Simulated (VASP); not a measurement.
# Hf (P6/mmm) in VASP: further runs

Runs on Hf. Level: PBE. Tasks: single point, relaxation of cell and atoms.

Everything below comes from runs of VASP 6.6.1. Logs are shortened: lines on timing, memory, paths and dates and some standing lists are left out, and cuts for length are marked.

### 1 The cell of the first run

The structure is hexagonal, space group P6/mmm (No. 191). Conventional cell: a = 2.269 Å, b = 2.269 Å, c = 2.180 Å, α = 90.00°, β = 90.00°, γ = 120.00°. Hf (site symmetry 6/mmm) has 8 Hf at 2.18 to 2.27 Å within 2.9 Å.

### 2 Single point, PBE

Contents of INCAR:

```
SYSTEM = Hf
  PREC = Accurate
  ENCUT = 520
  EDIFF = 1E-6
  ISMEAR = -1
  SIGMA = 0.08
  LREAL = .False.
  LASPH = .True.
  NELM = 100
  ALGO = Normal
  ISIF = 2
  LWAVE = .False.
  LCHARG = .False.
  GGA = PE
  NBANDS = 11
```

Contents of KPOINTS:

```
Automatic mesh
0
Gamma
  19 19 18
  0 0 0
```

Contents of POSCAR:

```
Hf
1.0
    2.2685611145      0.0000000000      0.0000000000
   -1.1342805573      1.9646315552      0.0000000000
    0.0000000000      0.0000000000      2.1796774441
Hf
1
Direct
    0.0000000000      0.0000000000      0.0000000000
```

Potentials or basis: VASP PAW PBE potentials, release 64 (Hf_pv).

The run is started by

```sh
$ cat potpaw_PBE.64/Hf_pv/POTCAR > POTCAR
$ mpirun -np 1 vasp_std > vasp.out
```

OUTCAR:

```text
SYSTEM = Hf
   PREC = Accurate
   ENCUT = 520
   EDIFF = 1E-6
   ISMEAR = -1
   LREAL = .False.
   LASPH = .True.
   NELM = 100
   ISIF = 2
   GGA = PE

 ion  position               nearest neighbor table
   1  0.000  0.000  0.000-

  LATTYP: Found a hexagonal cell.
 ALAT       =     2.2685611145
 C/A-ratio  =     0.9608193626

  Lattice vectors:

 A1 = (   2.2685611145,   0.0000000000,   0.0000000000)
 A2 = (  -1.1342805573,   1.9646315552,   0.0000000000)
 A3 = (   0.0000000000,   0.0000000000,   2.1796774441)

Analysis of symmetry for initial positions (statically):
=====================================================================
 Subroutine PRICEL returns:
 Original cell was already a primitive cell.

 Routine SETGRP: Setting up the symmetry group for a
 hexagonal supercell.

 Subroutine GETGRP returns: Found 24 space group operations
 (whereof 24 operations were pure point group operations)
 out of a pool of 24 trial point group operations.

The static configuration has the point symmetry D_6h.

Analysis of symmetry for dynamics (positions and initial velocities):
=====================================================================
 Subroutine PRICEL returns:
 Original cell was already a primitive cell.

 Routine SETGRP: Setting up the symmetry group for a
 hexagonal supercell.

 Subroutine GETGRP returns: Found 24 space group operations
 (whereof 24 operations were pure point group operations)
 out of a pool of 24 trial point group operations.

The dynamic configuration has the point symmetry D_6h.

 Subroutine INISYM returns: Found 24 space group operations
 (whereof 24 operations are pure point group operations),
 and found     1 'primitive' translations

----------------------------------------------------------------------------------------

                                     Primitive cell

  volume of cell :       9.7146

  direct lattice vectors                    reciprocal lattice vectors
     2.268561115  0.000000000  0.000000000     0.440808049  0.254500646  0.000000000
    -1.134280557  1.964631555  0.000000000     0.000000000  0.509001292  0.000000000
     0.000000000  0.000000000  2.179677444     0.000000000  0.000000000  0.458783479

  length of vectors
     2.268561115  2.268561115  2.179677444     0.509001292  0.509001292  0.458783479

  position of ions in fractional coordinates (direct lattice)
[... 80 lines left out ...]
   NSW    =      0    number of steps for IOM
   IBRION =     -1    ionic relax: 0-MD 1-quasi-New 2-CG
   NFREE  =      0    steps in history (QN), initial steepest desc. (CG)
   ISIF   =      2    stress and relaxation
   ISYM   =      2    0-nonsym 1-usesym 2-fastsym
   POTIM  = 0.5000    time-step for ionic-motion
   TEBEG  =    0.0;   TEEND  =   0.0 temperature during run
   PSTRESS=    0.0 pullay stress
   NELECT =      10.0000    total number of electrons
   NUPDOWN=      -1.0000    fix difference up-down
   EMIN   =  10.00;   EMAX   =-10.00  energy-range for DOS
   EFERMI =   0.00;   METHOD = LEGACY
   ISMEAR =    -1;   SIGMA  =   0.08  broadening in eV -4-tet -1-fermi 0-gaus
   EFERMI_NEDOS =   21; number of points for ismear=-14 and -15
   IALGO  =     38    algorithm
   IMIX   =      4    mixing-type and parameters
     AMIX     =   0.40;   BMIX     =  1.00
     AMIX_MAG =   1.60;   BMIX_MAG =  1.00
  volume/ion in A,a.u.               =       9.71        65.56
  Fermi-wavevector in a.u.,A,eV,Ry     =   1.652977  3.123674 37.175660  2.732334
  Thomas-Fermi vector in A             =   2.741494
   LORBIT       =      0    0 simple, 1 ext, 2 COOP (PROOUT), +10 PAW based schemes
   GGA     = PE    functional components
   LHFCALC =     F    Hartree Fock is set to
   AEXX    =    0.0000 exact exchange contribution
   IVDW    =     0    specifies the selected vdW correction
   LEPSILON=     F    determine dielectric tensor
   LRPA    =     F    only Hartree local field effects (RPA)
 non-spin polarized calculation
  energy-cutoff  :      520.00
  volume of cell :        9.71
 maximum number of plane-waves:       272
 NGX is ok and might be reduce to    18
   NGX =  9   NGY =  9   NGZ =  9

 number of electron      10.0000002 magnetization

 Free energy of the ion-electron system (eV)
  ---------------------------------------------------
  ext. energy  EPLUGINS =         0.00000000
  ---------------------------------------------------
  free energy    TOTEN  =        -1.13025998 eV

  energy without entropy =       -1.12287644  energy(sigma->0) =       -1.12656821

 E-fermi :  12.2580     XC(G=0): -15.7030

 val. band max:       12.2575177805   @ k =   0.1579   0.0000   0.2778
 cond. band min:      12.2588531518   @ k =   0.1053   0.0000   0.0000
 fundamental gap:      0.0013353712
 Fermi energy:        12.2580068707

 k-point     1 :       0.0000    0.0000    0.0000
  band No.  band energies     occupation
      1     -15.1961      2.00000
      2     -14.5191      2.00000
      3     -14.5191      2.00000
      4       4.8314      2.00000
      5       6.4063      2.00000
      6      13.3661      0.00000
      7      13.3661      0.00000
      8      27.0042      0.00000
      9      27.7038      0.00000
     10      28.4088      0.00000
     11      28.4088      0.00000
[... 309 lines left out ...]
 k-point    24 :       0.3158    0.1053    0.0000
  band No.  band energies     occupation
      1     -22.2262      2.00000
      2     -17.1191      2.00000
      3     -14.0121      2.00000
      4       6.7368      2.00000
      5       9.4464      2.00000
      6      17.0103      0.00000
      7      17.9116      0.00000
      8      24.7987      0.00000
      9      25.0752      0.00000
     10      26.8674      0.00000
     11      33.5777      0.00000

 [... further k-points ...]

------------------------ aborting loop because EDIFF is reached ----------------------------------------

  FORCE on cell =-STRESS in cart. coord.  units (eV):
  Direction    XX          YY          ZZ          XY          YZ          ZX
  --------------------------------------------------------------------------------------
  -------------------------------------------------------------------------------------
  Total       25.4053112     25.4053112     25.2567848     -0.0000000      0.0000000     -0.0000000
  in kB     4189.9734684   4189.9734685   4165.4777273     -0.0000001      0.0000000     -0.0000000
  external PRESSURE =    4181.8082214 kB  Pullay stress =       0.0000000 kB

 VOLUME and BASIS-vectors are now :
 -----------------------------------------------------------------------------
  energy-cutoff  :      520.00
  volume of cell :        9.71
      direct lattice vectors                 reciprocal lattice vectors
     2.268561115  0.000000000  0.000000000     0.440808049  0.254500646  0.000000000
    -1.134280557  1.964631555  0.000000000     0.000000000  0.509001292  0.000000000
     0.000000000  0.000000000  2.179677444     0.000000000  0.000000000  0.458783479

 POSITION                                       TOTAL-FORCE (eV/Angst)
 -----------------------------------------------------------------------------------
      0.00000      0.00000      0.00000        -0.000000      0.000000      0.000000
 -----------------------------------------------------------------------------------
    total drift:                                0.000000      0.000000      0.000000

  FREE ENERGIE OF THE ION-ELECTRON SYSTEM (eV)
  ---------------------------------------------------
  free  energy   TOTEN  =        -1.1302599786 eV

  energy  without entropy=       -1.1228764385  energy(sigma->0) =       -1.12656821
```

Wall time 46 s (1 thread of Intel Xeon 8259CL, shared host); peak memory 0.16 GiB.

What came out:

```
Free energy            : -1.1303 eV
Pressure               : 418.2 GPa
Band gap on the k mesh : zero (band 5 reaches 15.67 eV, above the bottom of band 6 at 10.77 eV)
```

Caveat: spin-orbit coupling is left out, which moves the levels of the heavy elements.

### 3 Single point, PBE

Contents of INCAR:

```
SYSTEM = Hf
  ALGO = Normal
  EDIFF = 1E-6
  ENCUT = 520
  GGA = PE
  ISIF = 2
  ISMEAR = -1
  LASPH = .TRUE.
  LCHARG = .TRUE.
  LELF = .TRUE.
  LREAL = .FALSE.
  LVHAR = .TRUE.
  LWAVE = .FALSE.
  NBANDS = 11
  NELM = 60
  PREC = Accurate
  SIGMA = 0.08
```

Contents of KPOINTS:

```
k-points
0
G
  19 19 18
  0 0 0
```

Contents of POSCAR:

```
Hf
1.0
    2.2691151321      0.0000000000      0.0000000000
   -1.1345575661      1.9651113486      0.0000000000
    0.0000000000      0.0000000000      2.1805127849
Hf
1
Direct
    0.0000000000      0.0000000000      0.0000000000
```

Potentials or basis: VASP PAW PBE potentials, release 64 (Hf_pv).

The run is started by

```sh
$ cat potpaw_PBE.64/Hf_pv/POTCAR > POTCAR
$ mpirun -np 1 vasp_std > vasp.out
```

OUTCAR:

```text
SYSTEM = Hf
   EDIFF = 1E-6
   ENCUT = 520
   GGA = PE
   ISIF = 2
   ISMEAR = -1
   LASPH = .TRUE.
   LREAL = .FALSE.
   NELM = 60
   PREC = Accurate

 ion  position               nearest neighbor table
   1  0.000  0.000  0.000-

  LATTYP: Found a hexagonal cell.
 ALAT       =     2.2691151321
 C/A-ratio  =     0.9609529081

  Lattice vectors:

 A1 = (   2.2691151321,   0.0000000000,   0.0000000000)
 A2 = (  -1.1345575661,   1.9651113486,   0.0000000000)
 A3 = (   0.0000000000,   0.0000000000,   2.1805127849)

Analysis of symmetry for initial positions (statically):
=====================================================================
 Subroutine PRICEL returns:
 Original cell was already a primitive cell.

 Routine SETGRP: Setting up the symmetry group for a
 hexagonal supercell.

 Subroutine GETGRP returns: Found 24 space group operations
 (whereof 24 operations were pure point group operations)
 out of a pool of 24 trial point group operations.

The static configuration has the point symmetry D_6h.

Analysis of symmetry for dynamics (positions and initial velocities):
=====================================================================
 Subroutine PRICEL returns:
 Original cell was already a primitive cell.

 Routine SETGRP: Setting up the symmetry group for a
 hexagonal supercell.

 Subroutine GETGRP returns: Found 24 space group operations
 (whereof 24 operations were pure point group operations)
 out of a pool of 24 trial point group operations.

The dynamic configuration has the point symmetry D_6h.

 Subroutine INISYM returns: Found 24 space group operations
 (whereof 24 operations are pure point group operations),
 and found     1 'primitive' translations

----------------------------------------------------------------------------------------

                                     Primitive cell

  volume of cell :       9.7230

  direct lattice vectors                    reciprocal lattice vectors
     2.269115132  0.000000000  0.000000000     0.440700424  0.254438508  0.000000000
    -1.134557566  1.965111349  0.000000000     0.000000000  0.508877016  0.000000000
     0.000000000  0.000000000  2.180512785     0.000000000  0.000000000  0.458607722

  length of vectors
     2.269115132  2.269115132  2.180512785     0.508877016  0.508877016  0.458607722

  position of ions in fractional coordinates (direct lattice)
     0.000000000  0.000000000  0.000000000

  ion indices of the primitive-cell ions
   primitive index   ion index
                 1           1

----------------------------------------------------------------------------------------

 KPOINTS: k-points

Automatic generation of k-mesh.
 Grid dimensions read from file:
 generate k-points for:   19   19   18

 Generating k-lattice:

  Cartesian coordinates                     Fractional coordinates (reciprocal lattice)
     0.023194759  0.013391500  0.000000000     0.052631579  0.000000000  0.000000000
     0.000000000  0.026783001  0.000000000     0.000000000  0.052631579  0.000000000
     0.000000000  0.000000000  0.025478207     0.000000000  0.000000000  0.055555556

  Length of vectors
     0.026783001  0.026783001  0.025478207

  Shift w.r.t. Gamma in fractional coordinates (k-lattice)
     0.000000000  0.000000000  0.000000000

 Subroutine IBZKPT returns following result:
 ===========================================

 Found    400 irreducible k-points:

 Following reciprocal coordinates:
            Coordinates               Weight
  0.000000  0.000000  0.000000      1.000000
  0.052632  0.000000  0.000000      6.000000
  0.105263  0.000000  0.000000      6.000000
  0.157895  0.000000  0.000000      6.000000
  0.210526  0.000000  0.000000      6.000000
  0.263158  0.000000  0.000000      6.000000
[... 16 lines left out ...]
  0.263158  0.105263  0.000000     12.000000
  0.315789  0.105263  0.000000     12.000000
 [... further k-points ...]
   k-points           NKPTS =    400   k-points in BZ     NKDIM =    400   number of bands    NBANDS=     11
   number of dos      NEDOS =    301   number of ions     NIONS =      1
   total plane-waves  NPLWV =   5184
   dimension x,y,z NGX =    18 NGY =   18 NGZ =   16
   dimension x,y,z NGXF=    36 NGYF=   36 NGZF=   32
   ions per type =               1
   NGX,Y,Z   is equivalent  to a cutoff of  13.19, 13.19, 12.20 a.u.
   NGXF,Y,Z  is equivalent  to a cutoff of  26.38, 26.38, 24.40 a.u.
 SYSTEM =  Hf
   PREC   = accura    normal or accurate (medium, high low for compatibility)
   ISTART =      0    job   : 0-new  1-cont  2-samecut
   ICHARG =      2    charge: 1-file 2-atom 10-const
   ISPIN  =      1    spin polarized calculation?
   LNONCOLLINEAR =      F non collinear calculations
   LSORBIT =      F    spin-orbit coupling
   LASPH  =      T    aspherical Exc in radial PAW
   ENCUT  =  520.0 eV  38.22 Ry    6.18 a.u.   4.22  4.22  4.05*2*pi/ulx,y,z
   NELM   =     60;   NELMIN=  2; NELMDL= -5     # of ELM steps
   EDIFF  = 0.1E-05   stopping-criterion for ELM
   LREAL  =      F    real-space projection
   EDIFFG = 0.1E-04   stopping-criterion for IOM
   NSW    =      0    number of steps for IOM
   IBRION =     -1    ionic relax: 0-MD 1-quasi-New 2-CG
   NFREE  =      0    steps in history (QN), initial steepest desc. (CG)
   ISIF   =      2    stress and relaxation
   ISYM   =      2    0-nonsym 1-usesym 2-fastsym
   POTIM  = 0.5000    time-step for ionic-motion
   TEBEG  =    0.0;   TEEND  =   0.0 temperature during run
   PSTRESS=    0.0 pullay stress
   NELECT =      10.0000    total number of electrons
   NUPDOWN=      -1.0000    fix difference up-down
   EMIN   =  10.00;   EMAX   =-10.00  energy-range for DOS
   EFERMI =   0.00;   METHOD = LEGACY
   ISMEAR =    -1;   SIGMA  =   0.08  broadening in eV -4-tet -1-fermi 0-gaus
   EFERMI_NEDOS =   21; number of points for ismear=-14 and -15
   IALGO  =     38    algorithm
   IMIX   =      4    mixing-type and parameters
     AMIX     =   0.40;   BMIX     =  1.00
     AMIX_MAG =   1.60;   BMIX_MAG =  1.00
  volume/ion in A,a.u.               =       9.72        65.61
  Fermi-wavevector in a.u.,A,eV,Ry     =   1.652497  3.122767 37.154066  2.730747
  Thomas-Fermi vector in A             =   2.741096
   LORBIT       =      0    0 simple, 1 ext, 2 COOP (PROOUT), +10 PAW based schemes
   GGA     = PE    functional components
   LHFCALC =     F    Hartree Fock is set to
   AEXX    =    0.0000 exact exchange contribution
   IVDW    =     0    specifies the selected vdW correction
   LEPSILON=     F    determine dielectric tensor
   LRPA    =     F    only Hartree local field effects (RPA)
 non-spin polarized calculation
  energy-cutoff  :      520.00
  volume of cell :        9.72
 maximum number of plane-waves:       272
 NGX is ok and might be reduce to    18
   NGX =  9   NGY =  9   NGZ =  9

 number of electron      10.0000002 magnetization

 Free energy of the ion-electron system (eV)
  ---------------------------------------------------
  ext. energy  EPLUGINS =         0.00000000
  ---------------------------------------------------
  free energy    TOTEN  =        -1.15232329 eV

  energy without entropy =       -1.14493406  energy(sigma->0) =       -1.14862867

 E-fermi :  12.2478     XC(G=0): -15.6977

 val. band max:       12.2463004472   @ k =   0.1579   0.0000   0.2778
 cond. band min:      12.2514581576   @ k =   0.1053   0.0000   0.0000
 fundamental gap:      0.0051577104
 Fermi energy:        12.2478098016

 k-point     1 :       0.0000    0.0000    0.0000
  band No.  band energies     occupation
      1     -15.2113      2.00000
      2     -14.5322      2.00000
      3     -14.5322      2.00000
      4       4.8171      2.00000
      5       6.4027      2.00000
      6      13.3583      0.00000
      7      13.3583      0.00000
      8      26.9924      0.00000
      9      27.6912      0.00000
     10      28.3836      0.00000
     11      28.3836      0.00000
[... 309 lines left out ...]
 k-point    24 :       0.3158    0.1053    0.0000
  band No.  band energies     occupation
      1     -22.2273      2.00000
      2     -17.1275      2.00000
      3     -14.0292      2.00000
      4       6.7311      2.00000
      5       9.4365      2.00000
      6      16.9922      0.00000
      7      17.8949      0.00000
      8      24.7769      0.00000
      9      25.0563      0.00000
     10      26.8564      0.00000
     11      33.5525      0.00000

 [... further k-points ...]

------------------------ aborting loop because EDIFF is reached ----------------------------------------

  FORCE on cell =-STRESS in cart. coord.  units (eV):
  Direction    XX          YY          ZZ          XY          YZ          ZX
  --------------------------------------------------------------------------------------
  -------------------------------------------------------------------------------------
  Total       25.3590122     25.3590122     25.1956553     -0.0000000     -0.0000000     -0.0000000
  in kB     4178.6941198   4178.6941202   4151.7759406     -0.0000001     -0.0000000     -0.0000000
  external PRESSURE =    4169.7213935 kB  Pullay stress =       0.0000000 kB

 VOLUME and BASIS-vectors are now :
 -----------------------------------------------------------------------------
  energy-cutoff  :      520.00
  volume of cell :        9.72
      direct lattice vectors                 reciprocal lattice vectors
     2.269115132  0.000000000  0.000000000     0.440700424  0.254438508  0.000000000
    -1.134557566  1.965111349  0.000000000     0.000000000  0.508877016  0.000000000
     0.000000000  0.000000000  2.180512785     0.000000000  0.000000000  0.458607722

 POSITION                                       TOTAL-FORCE (eV/Angst)
 -----------------------------------------------------------------------------------
      0.00000      0.00000      0.00000         0.000000      0.000000      0.000000
 -----------------------------------------------------------------------------------
    total drift:                                0.000000      0.000000      0.000000

  FREE ENERGIE OF THE ION-ELECTRON SYSTEM (eV)
  ---------------------------------------------------
  free  energy   TOTEN  =        -1.1523232868 eV

  energy  without entropy=       -1.1449340613  energy(sigma->0) =       -1.14862867
```

OSZICAR:

```text
N       E                     dE             d eps       ncg     rms          rms(c)
DAV:   1     0.255521383010E+02    0.25552E+02   -0.61242E+03  9190   0.944E+02
DAV:   2    -0.105528839819E+01   -0.26607E+02   -0.25580E+02  9957   0.183E+02
DAV:   3    -0.141714472946E+01   -0.36186E+00   -0.35918E+00 10068   0.146E+01
DAV:   4    -0.141736735316E+01   -0.22262E-03   -0.22262E-03  9426   0.440E-01
DAV:   5    -0.141736748646E+01   -0.13331E-06   -0.13355E-06  9930   0.102E-02    0.941E+01
DAV:   6    -0.122558314820E+01    0.19178E+00   -0.46902E-02  9103   0.157E+00    0.556E+01
DAV:   7    -0.115232444527E+01    0.73259E-01   -0.80720E-02  9175   0.190E+00    0.124E+00
DAV:   8    -0.115231460555E+01    0.98397E-05   -0.14314E-03  9298   0.329E-01    0.315E-01
DAV:   9    -0.115232599204E+01   -0.11386E-04   -0.75140E-05  9856   0.715E-02    0.344E-02
DAV:  10    -0.115232323799E+01    0.27540E-05   -0.57219E-06  9430   0.209E-02    0.117E-02
DAV:  11    -0.115232328679E+01   -0.48794E-07   -0.10069E-07  4595   0.308E-03
   1 F= -.11523233E+01 E0= -.11486287E+01  d E =-.738923E-02
```

Run time: 48 s. Hardware: 1 thread of Intel Xeon 8259CL, shared host; peak memory 0.16 GiB.

Results:

```yaml
Free_energy: -1.1523 eV
Pressure: 417.0 GPa
Band_gap_on_the_k_mesh: zero (band 5 reaches 15.66 eV, above the bottom of band 6 at 10.76 eV)
```

Caveat: spin-orbit coupling is left out, which moves the levels of the heavy elements.

[end of part 1 of 2]
